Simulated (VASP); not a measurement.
# Si3O2 (P4/mmm) in VASP: notebook

Si3O2 is run at these levels: PBE; tasks: single point, relaxation of cell and atoms.

Program: VASP 6.6.1. These are calculated values, not measurements. Logs are shortened: lines on timing, memory, paths and dates and some standing lists are left out, and cuts for length are marked.

### 1 The cell of the first run

Symmetry: P4/mmm, No. 123, tetragonal system. The conventional cell has a = 2.768 Å, b = 2.768 Å, c = 8.393 Å, α = 90.00°, β = 90.00°, γ = 90.00°. Within 2.2 Å of Si (site symmetry 4mm) lie 1 O at 1.65 Å. Si (site symmetry 4/mmm) has 4 O at 1.96 Å and 2 Si at 2.54 Å within 2.6 Å. Within 2.2 Å of O (site symmetry 4/mmm) lie 2 Si at 1.65 Å. O (site symmetry 4/mmm) has 4 Si at 1.96 Å within 2.6 Å.

### 2 Single point, PBE

File INCAR:

```
SYSTEM = Si3O2
PREC = Accurate
ENCUT = 520
EDIFF = 1E-6
ISMEAR = 0
SIGMA = 0.1
LREAL = .FALSE.
LASPH = .TRUE.
NELM = 60
ALGO = Normal
ISIF = 2
LWAVE = .FALSE.
LCHARG = .FALSE.
GGA = PE
NBANDS = 20
```

File KPOINTS:

```
Automatic mesh
0
G
  6 6 2
  0 0 0
```

File POSCAR:

```
Si3O2
1.0
    2.7675791748      0.0000000000      0.0000000000
    0.0000000000      2.7675791748      0.0000000000
    0.0000000000      0.0000000000      8.3929446731
Si O
3 2
Direct
    0.0000000000      0.0000000000      0.3029043742
    0.0000000000      0.0000000000      0.6970956258
    0.0000000000      0.0000000000      0.0000000000
    0.0000000000      0.0000000000      0.5000000000
    0.5000000000      0.5000000000      0.0000000000
```

Potentials or basis: VASP PAW PBE potentials, release 64 (Si, O).

The run is started by

```sh
$ cat potpaw_PBE.64/Si/POTCAR potpaw_PBE.64/O/POTCAR > POTCAR
$ mpirun -np 1 vasp_std > vasp.out
```

OUTCAR:

```text
SYSTEM = Si3O2
   PREC = Accurate
   ENCUT = 520
   EDIFF = 1E-6
   ISMEAR = 0
   LREAL = .FALSE.
   LASPH = .TRUE.
   NELM = 60
   ISIF = 2
   GGA = PE

 ion  position               nearest neighbor table
   1  0.000  0.000  0.303-   4 1.65   3 2.54
   2  0.000  0.000  0.697-   4 1.65   3 2.54
   3  0.000  0.000  0.000-   5 1.96   5 1.96   5 1.96   5 1.96   1 2.54   2 2.54
   4  0.000  0.000  0.500-   1 1.65   2 1.65
   5  0.500  0.500  0.000-   3 1.96   3 1.96   3 1.96   3 1.96

  LATTYP: Found a simple tetragonal cell.
 ALAT       =     2.7675791748
 C/A-ratio  =     3.0325942432

  Lattice vectors:

 A1 = (   2.7675791748,   0.0000000000,   0.0000000000)
 A2 = (   0.0000000000,   2.7675791748,   0.0000000000)
 A3 = (   0.0000000000,   0.0000000000,   8.3929446731)

Analysis of symmetry for initial positions (statically):
=====================================================================
 Subroutine PRICEL returns:
 Original cell was already a primitive cell.

 Routine SETGRP: Setting up the symmetry group for a
 simple tetragonal supercell.

 Subroutine GETGRP returns: Found 16 space group operations
 (whereof 16 operations were pure point group operations)
 out of a pool of 16 trial point group operations.

The static configuration has the point symmetry D_4h.

Analysis of symmetry for dynamics (positions and initial velocities):
=====================================================================
 Subroutine PRICEL returns:
 Original cell was already a primitive cell.

 Routine SETGRP: Setting up the symmetry group for a
 simple tetragonal supercell.

 Subroutine GETGRP returns: Found 16 space group operations
 (whereof 16 operations were pure point group operations)
 out of a pool of 16 trial point group operations.

The dynamic configuration has the point symmetry D_4h.

 Subroutine INISYM returns: Found 16 space group operations
 (whereof 16 operations are pure point group operations),
 and found     1 'primitive' translations

----------------------------------------------------------------------------------------

                                     Primitive cell

  volume of cell :      64.2857

  direct lattice vectors                    reciprocal lattice vectors
     2.767579175  0.000000000  0.000000000     0.361326610  0.000000000  0.000000000
     0.000000000  2.767579175  0.000000000     0.000000000  0.361326610  0.000000000
     0.000000000  0.000000000  8.392944673     0.000000000  0.000000000  0.119147694

  length of vectors
     2.767579175  2.767579175  8.392944673     0.361326610  0.361326610  0.119147694

  position of ions in fractional coordinates (direct lattice)
     0.000000000  0.000000000  0.302904374
     0.000000000  0.000000000  0.697095626
     0.000000000  0.000000000  0.000000000
     0.000000000  0.000000000  0.500000000
     0.500000000  0.500000000  0.000000000

  ion indices of the primitive-cell ions
   primitive index   ion index
                 1           1
                 2           2
                 3           3
                 4           4
                 5           5

----------------------------------------------------------------------------------------

 KPOINTS: Automatic mesh

Automatic generation of k-mesh.
 Grid dimensions read from file:
 generate k-points for:    6    6    2

 Generating k-lattice:

  Cartesian coordinates                     Fractional coordinates (reciprocal lattice)
     0.060221102  0.000000000  0.000000000     0.166666667  0.000000000  0.000000000
     0.000000000  0.060221102  0.000000000     0.000000000  0.166666667  0.000000000
     0.000000000  0.000000000  0.059573847     0.000000000  0.000000000  0.500000000

  Length of vectors
     0.060221102  0.060221102  0.059573847

  Shift w.r.t. Gamma in fractional coordinates (k-lattice)
     0.000000000  0.000000000  0.000000000

 Subroutine IBZKPT returns following result:
 ===========================================

 Found     20 irreducible k-points:

 Following reciprocal coordinates:
            Coordinates               Weight
  0.000000  0.000000  0.000000      1.000000
  0.166667  0.000000  0.000000      4.000000
  0.333333  0.000000  0.000000      4.000000
  0.500000  0.000000  0.000000      2.000000
  0.166667  0.166667  0.000000      4.000000
  0.333333  0.166667  0.000000      8.000000
[... 12 lines left out ...]
  0.500000  0.333333  0.500000      4.000000
  0.500000  0.500000  0.500000      1.000000
   k-points           NKPTS =     20   k-points in BZ     NKDIM =     20   number of bands    NBANDS=     20
   number of dos      NEDOS =    301   number of ions     NIONS =      5
   total plane-waves  NPLWV =  36864
   dimension x,y,z NGX =    24 NGY =   24 NGZ =   64
   dimension x,y,z NGXF=    48 NGYF=   48 NGZF=  128
   ions per type =               3   2
   NGX,Y,Z   is equivalent  to a cutoff of  14.42, 14.42, 12.68 a.u.
   NGXF,Y,Z  is equivalent  to a cutoff of  28.83, 28.83, 25.35 a.u.
 SYSTEM =  Si3O2
   PREC   = accura    normal or accurate (medium, high low for compatibility)
   ISTART =      0    job   : 0-new  1-cont  2-samecut
   ICHARG =      2    charge: 1-file 2-atom 10-const
   ISPIN  =      1    spin polarized calculation?
   LNONCOLLINEAR =      F non collinear calculations
   LSORBIT =      F    spin-orbit coupling
   LASPH  =      T    aspherical Exc in radial PAW
   ENCUT  =  520.0 eV  38.22 Ry    6.18 a.u.   5.15  5.15 15.61*2*pi/ulx,y,z
   NELM   =     60;   NELMIN=  2; NELMDL= -5     # of ELM steps
   EDIFF  = 0.1E-05   stopping-criterion for ELM
   LREAL  =      F    real-space projection
   EDIFFG = 0.1E-04   stopping-criterion for IOM
   NSW    =      0    number of steps for IOM
   IBRION =     -1    ionic relax: 0-MD 1-quasi-New 2-CG
   NFREE  =      0    steps in history (QN), initial steepest desc. (CG)
   ISIF   =      2    stress and relaxation
   ISYM   =      2    0-nonsym 1-usesym 2-fastsym
   POTIM  = 0.5000    time-step for ionic-motion
   TEBEG  =    0.0;   TEEND  =   0.0 temperature during run
   PSTRESS=    0.0 pullay stress
   NELECT =      24.0000    total number of electrons
   NUPDOWN=      -1.0000    fix difference up-down
   EMIN   =  10.00;   EMAX   =-10.00  energy-range for DOS
   EFERMI =   0.00;   METHOD = LEGACY
   ISMEAR =     0;   SIGMA  =   0.10  broadening in eV -4-tet -1-fermi 0-gaus
   EFERMI_NEDOS =   21; number of points for ismear=-14 and -15
   IALGO  =     38    algorithm
   IMIX   =      4    mixing-type and parameters
     AMIX     =   0.40;   BMIX     =  1.00
     AMIX_MAG =   1.60;   BMIX_MAG =  1.00
  volume/ion in A,a.u.               =      12.86        86.76
  Fermi-wavevector in a.u.,A,eV,Ry     =   1.178801  2.227611 18.906266  1.389571
  Thomas-Fermi vector in A             =   2.315123
   LORBIT       =      0    0 simple, 1 ext, 2 COOP (PROOUT), +10 PAW based schemes
   GGA     = PE    functional components
   LHFCALC =     F    Hartree Fock is set to
   AEXX    =    0.0000 exact exchange contribution
   IVDW    =     0    specifies the selected vdW correction
   LEPSILON=     F    determine dielectric tensor
   LRPA    =     F    only Hartree local field effects (RPA)
 non-spin polarized calculation
 Gauss-broadening in eV      SIGMA  =   0.10
  energy-cutoff  :      520.00
  volume of cell :       64.29
 maximum number of plane-waves:      1759
 NGX is ok and might be reduce to    24
   NGX = 11   NGY = 11   NGZ = 31

 number of electron      23.9999995 magnetization

 Free energy of the ion-electron system (eV)
  ---------------------------------------------------
  ext. energy  EPLUGINS =         0.00000000
  ---------------------------------------------------
  free energy    TOTEN  =       -29.41561182 eV

  energy without entropy =      -29.40906264  energy(sigma->0) =      -29.41233723

 E-fermi :   7.4408     XC(G=0): -10.6526

 val. band max:        7.3749067874   @ k =   0.5000   0.5000   0.5000
 cond. band min:       7.4948385278   @ k =   0.5000   0.1667   0.0000
 fundamental gap:      0.1199317404
 Fermi energy:         7.4407504460

 k-point     1 :       0.0000    0.0000    0.0000
  band No.  band energies     occupation
      1     -15.3780      2.00000
      2     -13.3795      2.00000
      3      -4.3458      2.00000
      4      -1.6444      2.00000
      5      -1.2307      2.00000
      6       0.5941      2.00000
[... 12 lines left out ...]
     19      15.4620      0.00000
     20      15.5615      0.00000

 k-point     2 :       0.1667    0.0000    0.0000
  band No.  band energies     occupation
      1     -15.1243      2.00000
      2     -13.2460      2.00000
      3      -3.9716      2.00000
      4      -2.2003      2.00000
      5      -0.9182      2.00000
      6      -0.2986      2.00000
[... 12 lines left out ...]
     19      16.0879      0.00000
     20      16.5678      0.00000

 k-point     3 :       0.3333    0.0000    0.0000
  band No.  band energies     occupation
      1     -14.5352      2.00000
      2     -12.9619      2.00000
      3      -4.2594      2.00000
      4      -3.0504      2.00000
      5      -0.0314      2.00000
      6       0.2718      2.00000
[... 12 lines left out ...]
     19      15.4653      0.00000
     20      17.2066      0.00000

 k-point     4 :       0.5000    0.0000    0.0000
  band No.  band energies     occupation
      1     -14.1820      2.00000
      2     -12.8100      2.00000
      3      -5.2481      2.00000
      4      -2.4525      2.00000
      5       0.4479      2.00000
      6       1.0575      2.00000
[... 12 lines left out ...]
     19      16.2618      0.00000
     20      16.3283      0.00000

 k-point     5 :       0.1667    0.1667    0.0000
  band No.  band energies     occupation
      1     -14.8823      2.00000
      2     -13.1168      2.00000
      3      -3.6137      2.00000
      4      -2.3486      2.00000
      5      -0.6072      2.00000
      6      -0.6043      2.00000
[... 12 lines left out ...]
     19      14.7342      0.00000
     20      16.3929      0.00000

 k-point     6 :       0.3333    0.1667    0.0000
  band No.  band energies     occupation
      1     -14.3249      2.00000
      2     -12.8424      2.00000
      3      -3.9303      2.00000
      4      -2.7493      2.00000
      5      -0.5515      2.00000
      6       0.2850      2.00000
[... 12 lines left out ...]
     19      14.4208      0.00000
     20      15.4174      0.00000

 k-point     7 :       0.5000    0.1667    0.0000
  band No.  band energies     occupation
      1     -13.9943      2.00000
      2     -12.6959      2.00000
      3      -4.8503      2.00000
      4      -2.2074      2.00000
      5      -0.1695      2.00000
      6       0.7302      2.00000
[... 12 lines left out ...]
     19      14.3122      0.00000
     20      16.2573      0.00000
[... 185 lines left out ...]
 k-point    16 :       0.3333    0.1667    0.5000
  band No.  band energies     occupation
      1     -14.3247      2.00000
      2     -12.8427      2.00000
      3      -3.9973      2.00000
      4      -2.5076      2.00000
      5      -0.5828      2.00000
      6      -0.4908      2.00000
[... 12 lines left out ...]
     19      15.1439      0.00000
     20      15.4855      0.00000

 k-point    17 :       0.5000    0.1667    0.5000
  band No.  band energies     occupation
      1     -13.9942      2.00000
      2     -12.6958      2.00000
      3      -4.8695      2.00000
      4      -2.1097      2.00000
      5      -0.1586      2.00000
      6       0.5574      2.00000
[... 12 lines left out ...]
     19      14.4121      0.00000
     20      15.5765      0.00000

 k-point    18 :       0.3333    0.3333    0.5000
  band No.  band energies     occupation
      1     -13.8491      2.00000
      2     -12.5894      2.00000
      3      -3.4023      2.00000
      4      -2.3452      2.00000
      5      -1.9235      2.00000
      6       0.5232      2.00000
[... 12 lines left out ...]
     19      14.4482      0.00000
     20      14.9800      0.00000

 k-point    19 :       0.5000    0.3333    0.5000
  band No.  band energies     occupation
      1     -13.5747      2.00000
      2     -12.4549      2.00000
      3      -3.8257      2.00000
      4      -2.1796      2.00000
      5      -1.6263      2.00000
      6       1.2261      2.00000
[... 12 lines left out ...]
     19      13.3104      0.00000
     20      14.2800      0.00000

 k-point    20 :       0.5000    0.5000    0.5000
  band No.  band energies     occupation
      1     -13.3362      2.00000
      2     -12.3271      2.00000
      3      -3.0360      2.00000
      4      -3.0360      2.00000
      5      -1.3758      2.00000
      6       1.6190      2.00000
[... 12 lines left out ...]
     19      14.0912      0.00000
     20      14.0984      0.00000

------------------------ aborting loop because EDIFF is reached ----------------------------------------

  FORCE on cell =-STRESS in cart. coord.  units (eV):
  Direction    XX          YY          ZZ          XY          YZ          ZX
  --------------------------------------------------------------------------------------
  -------------------------------------------------------------------------------------
  Total       -0.0209420     -0.0209420     -0.0072060      0.0000000      0.0000000     -0.0000000
  in kB       -0.5219328     -0.5219328     -0.1795943      0.0000000      0.0000000     -0.0000000
  external PRESSURE =      -0.4078199 kB  Pullay stress =       0.0000000 kB

 VOLUME and BASIS-vectors are now :
 -----------------------------------------------------------------------------
  energy-cutoff  :      520.00
  volume of cell :       64.29
      direct lattice vectors                 reciprocal lattice vectors
     2.767579175  0.000000000  0.000000000     0.361326610  0.000000000  0.000000000
     0.000000000  2.767579175  0.000000000     0.000000000  0.361326610  0.000000000
     0.000000000  0.000000000  8.392944673     0.000000000  0.000000000  0.119147694

 POSITION                                       TOTAL-FORCE (eV/Angst)
 -----------------------------------------------------------------------------------
      0.00000      0.00000      2.54226         0.000000     -0.000000     -0.037007
      0.00000      0.00000      5.85069        -0.000000      0.000000      0.037007
      0.00000      0.00000      0.00000         0.000000     -0.000000      0.000000
      0.00000      0.00000      4.19647         0.000000     -0.000000      0.000000
      1.38379      1.38379      0.00000         0.000000     -0.000000      0.000000
 -----------------------------------------------------------------------------------
    total drift:                                0.000000     -0.000000     -0.000000

  FREE ENERGIE OF THE ION-ELECTRON SYSTEM (eV)
  ---------------------------------------------------
  free  energy   TOTEN  =       -29.4156118173 eV

  energy  without entropy=      -29.4090626429  energy(sigma->0) =      -29.41233723
```

Run time: 52 s. Hardware: 1 thread of AMD EPYC, shared host; peak memory 0.15 GiB.

What came out:

```
Free energy            : -29.4156 eV
Pressure               : 0.0 GPa
Largest force          : 0.037 eV/Å
Band gap on the k mesh : zero (band 12 reaches 8.75 eV, above the bottom of band 13 at 6.95 eV)
```

Forces in eV/Å, atoms in the order of the input:
```
Si   0.000  0.000 -0.037
Si   0.000  0.000  0.037
Si   0.000  0.000  0.000
O    0.000  0.000  0.000
O    0.000  0.000  0.000
```

Caveat: the k points lie up to 0.38 Å⁻¹ apart.

[end of part 1 of 3]
